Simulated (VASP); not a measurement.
# Ge (Im-3m) in VASP: notebook

Runs on Ge. Level: PBE. Tasks: single point.

Everything below comes from runs of VASP 6.6.1. Logs are shortened: lines on timing, memory, paths and dates and some standing lists are left out, and cuts for length are marked.

## (1) The cell of the first run

Symmetry: Im-3m, No. 229, cubic system. Conventional cell: a = 3.397 Å, b = 3.397 Å, c = 3.397 Å, α = 90.00°, β = 90.00°, γ = 90.00°. Ge (site symmetry m-3m) has 14 Ge at 2.94 to 3.40 Å within 3.9 Å.

This isn't the form of Ge at room conditions, which is diamond.

## (2) Single point, PBE

File INCAR:

```
ALGO     = Normal         # electronic algorithm
EDIFF    = 1E-6           # SCF threshold, eV
ENCUT    = 520            # plane-wave cutoff, eV
GGA      = PE             # functional
ISIF     = 2              # what is computed and relaxed
ISMEAR   = -1             # smearing method
LASPH    = True           # aspherical terms in the spheres
LCHARG   = False          # write CHGCAR
LREAL    = False          # projectors in reciprocal space
LWAVE    = False          # write WAVECAR
NBANDS   = 13             # bands
NELM     = 80             # most SCF steps
PREC     = Accurate       # precision mode
SIGMA    = 0.05           # smearing width, eV
```

File KPOINTS:

```
k-points
0
Gamma
  16 16 16
```

File POSCAR:

```
Ge
1.0
   -1.6983859532      1.6983859532      1.6983859532
    1.6983859532     -1.6983859532      1.6983859532
    1.6983859532      1.6983859532     -1.6983859532
Ge
1
Direct
    0.0000000000      0.0000000000      0.0000000000
```

Potentials or basis: VASP PAW PBE potentials, release 64 (Ge_d).

On the command line:

```
$ cat potpaw_PBE.64/Ge_d/POTCAR > POTCAR
$ mpirun -np 1 vasp_std > vasp.out
```

OUTCAR:

```text
EDIFF = 1E-6
   ENCUT = 520
   GGA = PE
   ISIF = 2
   ISMEAR = -1
   LASPH = True
   LREAL = False
   NELM = 80
   PREC = Accurate

 ion  position               nearest neighbor table
   1  0.000  0.000  0.000-

  LATTYP: Found a body centered cubic cell.
 ALAT       =     3.3967719064

  Lattice vectors:

 A1 = (  -1.6983859532,   1.6983859532,   1.6983859532)
 A2 = (   1.6983859532,  -1.6983859532,   1.6983859532)
 A3 = (   1.6983859532,   1.6983859532,  -1.6983859532)

Analysis of symmetry for initial positions (statically):
=====================================================================
 Subroutine PRICEL returns:
 Original cell was already a primitive cell.

 Routine SETGRP: Setting up the symmetry group for a
 body centered cubic supercell.

 Subroutine GETGRP returns: Found 48 space group operations
 (whereof 48 operations were pure point group operations)
 out of a pool of 48 trial point group operations.

The static configuration has the point symmetry O_h .

Analysis of symmetry for dynamics (positions and initial velocities):
=====================================================================
 Subroutine PRICEL returns:
 Original cell was already a primitive cell.

 Routine SETGRP: Setting up the symmetry group for a
 body centered cubic supercell.

 Subroutine GETGRP returns: Found 48 space group operations
 (whereof 48 operations were pure point group operations)
 out of a pool of 48 trial point group operations.

The dynamic configuration has the point symmetry O_h .

 Subroutine INISYM returns: Found 48 space group operations
 (whereof 48 operations are pure point group operations),
 and found     1 'primitive' translations

----------------------------------------------------------------------------------------

                                     Primitive cell

  volume of cell :      19.5961

  direct lattice vectors                    reciprocal lattice vectors
    -1.698385953  1.698385953  1.698385953     0.000000000  0.294397159  0.294397159
     1.698385953 -1.698385953  1.698385953     0.294397159  0.000000000  0.294397159
     1.698385953  1.698385953 -1.698385953     0.294397159  0.294397159  0.000000000

  length of vectors
     2.941690762  2.941690762  2.941690762     0.416340455  0.416340455  0.416340455

  position of ions in fractional coordinates (direct lattice)
     0.000000000  0.000000000  0.000000000

  ion indices of the primitive-cell ions
   primitive index   ion index
[... 74 lines left out ...]
   LREAL  =      F    real-space projection
   EDIFFG = 0.1E-04   stopping-criterion for IOM
   NSW    =      0    number of steps for IOM
   IBRION =     -1    ionic relax: 0-MD 1-quasi-New 2-CG
   NFREE  =      0    steps in history (QN), initial steepest desc. (CG)
   ISIF   =      2    stress and relaxation
   ISYM   =      2    0-nonsym 1-usesym 2-fastsym
   POTIM  = 0.5000    time-step for ionic-motion
   TEBEG  =    0.0;   TEEND  =   0.0 temperature during run
   PSTRESS=    0.0 pullay stress
   NELECT =      14.0000    total number of electrons
   NUPDOWN=      -1.0000    fix difference up-down
   EMIN   =  10.00;   EMAX   =-10.00  energy-range for DOS
   EFERMI =   0.00;   METHOD = LEGACY
   ISMEAR =    -1;   SIGMA  =   0.05  broadening in eV -4-tet -1-fermi 0-gaus
   EFERMI_NEDOS =   21; number of points for ismear=-14 and -15
   IALGO  =     38    algorithm
   IMIX   =      4    mixing-type and parameters
     AMIX     =   0.40;   BMIX     =  1.00
     AMIX_MAG =   1.60;   BMIX_MAG =  1.00
  volume/ion in A,a.u.               =      19.60       132.24
  Fermi-wavevector in a.u.,A,eV,Ry     =   1.463506  2.765625 29.141629  2.141849
  Thomas-Fermi vector in A             =   2.579593
   LORBIT       =      0    0 simple, 1 ext, 2 COOP (PROOUT), +10 PAW based schemes
   GGA     = PE    functional components
   LHFCALC =     F    Hartree Fock is set to
   AEXX    =    0.0000 exact exchange contribution
   IVDW    =     0    specifies the selected vdW correction
   LEPSILON=     F    determine dielectric tensor
   LRPA    =     F    only Hartree local field effects (RPA)
 non-spin polarized calculation
  energy-cutoff  :      520.00
  volume of cell :       19.60
 maximum number of plane-waves:       543
 NGX is ok and might be reduce to    24
   NGX = 11   NGY = 11   NGZ = 11

 number of electron      13.9999990 magnetization

 Free energy of the ion-electron system (eV)
  ---------------------------------------------------
  ext. energy  EPLUGINS =         0.00000000
  ---------------------------------------------------
  free energy    TOTEN  =        -4.17853454 eV

  energy without entropy =       -4.17402454  energy(sigma->0) =       -4.17627954

 E-fermi :   6.3551     XC(G=0): -11.1120

 val. band max:        6.3034276531   @ k =   0.3750   0.1875   0.0625
 cond. band min:       6.3552510250   @ k =   0.2500   0.1875   0.1250
 fundamental gap:      0.0518233719
 Fermi energy:         6.3550916409

 k-point     1 :       0.0000    0.0000    0.0000
  band No.  band energies     occupation
      1     -18.3550      2.00000
      2     -18.3550      2.00000
      3     -18.3550      2.00000
      4     -18.2779      2.00000
      5     -18.2779      2.00000
      6      -6.4634      2.00000
      7      15.1577      0.00000
      8      15.1577      0.00000
      9      15.1578      0.00000
     10      21.0468      0.00000
     11      21.0468      0.00000
     12      21.0468      0.00000
     13      23.1336      0.00000
[... 354 lines left out ...]
  band No.  band energies     occupation
      1     -18.3653      2.00000
      2     -18.3351      2.00000
      3     -18.2899      2.00000
      4     -18.2853      2.00000
      5     -18.2597      2.00000
      6      -2.8185      2.00000
      7       5.2556      2.00000
      8       7.7045      0.00000
      9      11.9410      0.00000
     10      17.8222      0.00000
     11      19.5794      0.00000
     12      23.0250      0.00000
     13      25.8502      0.00000

 [... further k-points ...]
[... 5 lines left out ...]
  --------------------------------------------------------------------------------------
  -------------------------------------------------------------------------------------
  Total       -0.0933594     -0.0933594     -0.0933594     -0.0000000      0.0000000      0.0000000
  in kB       -7.6330743     -7.6330743     -7.6330743     -0.0000000      0.0000000      0.0000000
  external PRESSURE =      -7.6330743 kB  Pullay stress =       0.0000000 kB

 VOLUME and BASIS-vectors are now :
 -----------------------------------------------------------------------------
  energy-cutoff  :      520.00
  volume of cell :       19.60
      direct lattice vectors                 reciprocal lattice vectors
    -1.698385953  1.698385953  1.698385953     0.000000000  0.294397159  0.294397159
     1.698385953 -1.698385953  1.698385953     0.294397159  0.000000000  0.294397159
     1.698385953  1.698385953 -1.698385953     0.294397159  0.294397159  0.000000000

 POSITION                                       TOTAL-FORCE (eV/Angst)
 -----------------------------------------------------------------------------------
      0.00000      0.00000      0.00000        -0.000000      0.000000     -0.000000
 -----------------------------------------------------------------------------------
    total drift:                               -0.000000      0.000000      0.000000

  FREE ENERGIE OF THE ION-ELECTRON SYSTEM (eV)
  ---------------------------------------------------
  free  energy   TOTEN  =        -4.1785345431 eV

  energy  without entropy=       -4.1740245426  energy(sigma->0) =       -4.17627954
```

Run time: 20 s. Hardware: 1 thread of AMD EPYC 9R45 (Zen 5), shared host; peak memory 0.13 GiB.

Results:

```yaml
Free_energy: -4.1785 eV
Pressure: -0.8 GPa
Band_gap_on_the_k_mesh: zero (bands 7 and 8 overlap by 11.56 eV)
```

Levels at points of the mesh, in eV from the Fermi level:
```
           k point  band 5  band 6  band 7  band 8  band 9  band 10
(0.00, 0.00, 0.00)  -24.63  -12.82    8.80    8.80    8.80    14.69
(0.50, 0.00, 0.00)  -24.59   -7.39   -5.07    4.24    6.55     9.27
(0.50, 0.50, 0.50)  -24.60   -2.85   -0.39   -0.39   -0.39     4.45
```

## (3) Single point, PBE

File INCAR:

```
SYSTEM = Ge
PREC = Accurate
ENCUT = 520
EDIFF = 1E-7
ISMEAR = -1
SIGMA = 0.05
LREAL = .False.
LASPH = .True.
NELM = 60
ALGO = Normal
ISIF = 2
LWAVE = .False.
LCHARG = .True.
GGA = PE
LELF = .True.
LVHAR = .True.
NBANDS = 13
```

File KPOINTS:

```
Automatic mesh
0
Gamma
  16 16 16
  0 0 0
```

POSCAR is that of step 2.

Potentials or basis: VASP PAW PBE potentials, release 64 (Ge_d).

On the command line:

```
$ cat potpaw_PBE.64/Ge_d/POTCAR > POTCAR
$ mpirun -np 1 vasp_std > vasp.out
```

OUTCAR:

```text
SYSTEM = Ge
   PREC = Accurate
   ENCUT = 520
   EDIFF = 1E-7
   ISMEAR = -1
   LREAL = .False.
   LASPH = .True.
   NELM = 60
   ISIF = 2
   GGA = PE

 ion  position               nearest neighbor table
   1  0.000  0.000  0.000-

  LATTYP: Found a body centered cubic cell.
 ALAT       =     3.3967719064

  Lattice vectors:

 A1 = (  -1.6983859532,   1.6983859532,   1.6983859532)
 A2 = (   1.6983859532,  -1.6983859532,   1.6983859532)
 A3 = (   1.6983859532,   1.6983859532,  -1.6983859532)

Analysis of symmetry for initial positions (statically):
=====================================================================
 Subroutine PRICEL returns:
 Original cell was already a primitive cell.

 Routine SETGRP: Setting up the symmetry group for a
 body centered cubic supercell.

 Subroutine GETGRP returns: Found 48 space group operations
 (whereof 48 operations were pure point group operations)
 out of a pool of 48 trial point group operations.

The static configuration has the point symmetry O_h .

Analysis of symmetry for dynamics (positions and initial velocities):
=====================================================================
 Subroutine PRICEL returns:
 Original cell was already a primitive cell.

 Routine SETGRP: Setting up the symmetry group for a
 body centered cubic supercell.

 Subroutine GETGRP returns: Found 48 space group operations
 (whereof 48 operations were pure point group operations)
 out of a pool of 48 trial point group operations.

The dynamic configuration has the point symmetry O_h .

 Subroutine INISYM returns: Found 48 space group operations
 (whereof 48 operations are pure point group operations),
 and found     1 'primitive' translations

----------------------------------------------------------------------------------------

                                     Primitive cell

[... 107 lines left out ...]
     AMIX     =   0.40;   BMIX     =  1.00
     AMIX_MAG =   1.60;   BMIX_MAG =  1.00
  volume/ion in A,a.u.               =      19.60       132.24
  Fermi-wavevector in a.u.,A,eV,Ry     =   1.463506  2.765625 29.141629  2.141849
  Thomas-Fermi vector in A             =   2.579593
   LORBIT       =      0    0 simple, 1 ext, 2 COOP (PROOUT), +10 PAW based schemes
   GGA     = PE    functional components
   LHFCALC =     F    Hartree Fock is set to
   AEXX    =    0.0000 exact exchange contribution
   IVDW    =     0    specifies the selected vdW correction
   LEPSILON=     F    determine dielectric tensor
   LRPA    =     F    only Hartree local field effects (RPA)
 non-spin polarized calculation
  energy-cutoff  :      520.00
  volume of cell :       19.60
 maximum number of plane-waves:       543
 NGX is ok and might be reduce to    24
   NGX = 11   NGY = 11   NGZ = 11

 number of electron      13.9999990 magnetization

 Free energy of the ion-electron system (eV)
  ---------------------------------------------------
  ext. energy  EPLUGINS =         0.00000000
  ---------------------------------------------------
  free energy    TOTEN  =        -4.17853437 eV

  energy without entropy =       -4.17402430  energy(sigma->0) =       -4.17627934

 E-fermi :   6.3551     XC(G=0): -11.1120

 val. band max:        6.3034104389   @ k =   0.3750   0.1875   0.0625
 cond. band min:       6.3552324366   @ k =   0.2500   0.1875   0.1250
 fundamental gap:      0.0518219977
 Fermi energy:         6.3550747075

 k-point     1 :       0.0000    0.0000    0.0000
  band No.  band energies     occupation
      1     -18.3551      2.00000
      2     -18.3551      2.00000
      3     -18.3551      2.00000
      4     -18.2780      2.00000
      5     -18.2780      2.00000
      6      -6.4634      2.00000
      7      15.1577      0.00000
      8      15.1577      0.00000
      9      15.1577      0.00000
     10      21.0468      0.00000
     11      21.0468      0.00000
     12      21.0468      0.00000
     13      23.1336      0.00000
[... 354 lines left out ...]
  band No.  band energies     occupation
      1     -18.3654      2.00000
      2     -18.3352      2.00000
      3     -18.2900      2.00000
      4     -18.2854      2.00000
      5     -18.2598      2.00000
      6      -2.8185      2.00000
      7       5.2556      2.00000
      8       7.7045      0.00000
      9      11.9409      0.00000
     10      17.8221      0.00000
     11      19.5794      0.00000
     12      23.0250      0.00000
     13      25.8501      0.00000

 [... further k-points ...]
[... 5 lines left out ...]
  --------------------------------------------------------------------------------------
  -------------------------------------------------------------------------------------
  Total       -0.0800230     -0.0800230     -0.0800230     -0.0000000     -0.0000000      0.0000000
  in kB       -6.5426878     -6.5426878     -6.5426878     -0.0000000     -0.0000000      0.0000000
  external PRESSURE =      -6.5426878 kB  Pullay stress =       0.0000000 kB

 VOLUME and BASIS-vectors are now :
 -----------------------------------------------------------------------------
  energy-cutoff  :      520.00
  volume of cell :       19.60
      direct lattice vectors                 reciprocal lattice vectors
    -1.698385953  1.698385953  1.698385953     0.000000000  0.294397159  0.294397159
     1.698385953 -1.698385953  1.698385953     0.294397159  0.000000000  0.294397159
     1.698385953  1.698385953 -1.698385953     0.294397159  0.294397159  0.000000000

 POSITION                                       TOTAL-FORCE (eV/Angst)
 -----------------------------------------------------------------------------------
      0.00000      0.00000      0.00000        -0.000000      0.000000     -0.000000
 -----------------------------------------------------------------------------------
    total drift:                               -0.000000      0.000000      0.000000

  FREE ENERGIE OF THE ION-ELECTRON SYSTEM (eV)
  ---------------------------------------------------
  free  energy   TOTEN  =        -4.1785343709 eV

  energy  without entropy=       -4.1740243035  energy(sigma->0) =       -4.17627934
```

stdout:

```text
POSCAR found type information on POSCAR Ge
 POSCAR found :  1 types and       1 ions
 scaLAPACK will be used
 LDA part: xc-table for (Slater+PW92), standard interpolation
 POSCAR, INCAR and KPOINTS ok, starting setup
 FFT: planning ... GRIDC
 FFT: planning ... GRID_SOFT
 FFT: planning ... GRID
 WAVECAR not read
 entering main loop
```

Run time: 24 s. Hardware: 1 thread of AMD EPYC 9R45 (Zen 5), shared host; peak memory 0.13 GiB.

What came out:

| Property | Result |
| --- | --- |
| Free energy | -4.1785 eV |
| Pressure | -0.7 GPa |
| Band gap on the k mesh | zero (bands 7 and 8 overlap by 11.56 eV) |

The gap in the log of VASP goes by the Fermi energy; the results here count the filled bands.